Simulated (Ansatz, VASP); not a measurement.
**AlCo3: VASP beside Ansatz**

```
Al Co
1.0
     3.56521    0.00000    0.00000
     0.00000    3.56521    0.00000
     0.00000    0.00000    3.56521
Al Co
1 3
Direct
  0.00000 0.00000 0.00000
  0.50000 0.50000 0.00000
  0.50000 0.00000 0.50000
  0.00000 0.50000 0.50000
```

Alike in both runs: functional r2SCAN; dispersion D3(BJ); k mesh 12 × 12 × 12; occupations gaussian, width 0.1 eV; collinear spin.

Ansatz relaxed the structure, and its values are those at the end. VASP's run is a single point on that final structure, the one shown.

|  | VASP | Ansatz |
| --- | --- | --- |
| version | VASP 6.6.1 | Ansatz 0.2.0 |
| potentials or method | VASP PAW PBE potentials, release 64 (Al, Co), cutoff 520 eV | scalar-relativistic, plane waves, PAW |
| valence electrons in the cell | 30 | 54 |

Ansatz gave:

| Item | Value |
| --- | --- |
| gap on the k mesh at the Fermi level (eV) | none |
| pressure (GPa) | 0.0 |
| net moment per atom (μB) | 1.12 |
| size of the moment on the site where the two differ most (μB) | 0.06 |

Q: Estimate VASP's values.

A: gap on the k mesh at the Fermi level (eV): none; pressure (GPa): -0.2; net moment per atom (μB): 1.11; size of the moment on the site where the two differ most (μB): 0.04.

VASP's potentials were made for PBE, not for r2SCAN. Site moments also hang on the region over which each program counts them. A gap of «none» marks a metal or a gap that the smearing closes. VASP's potentials hold 30 valence electrons a cell and Ansatz's 54, so a difference there can come from the potentials and not from the codes. Ansatz's warnings: dispersion damping borrowed.
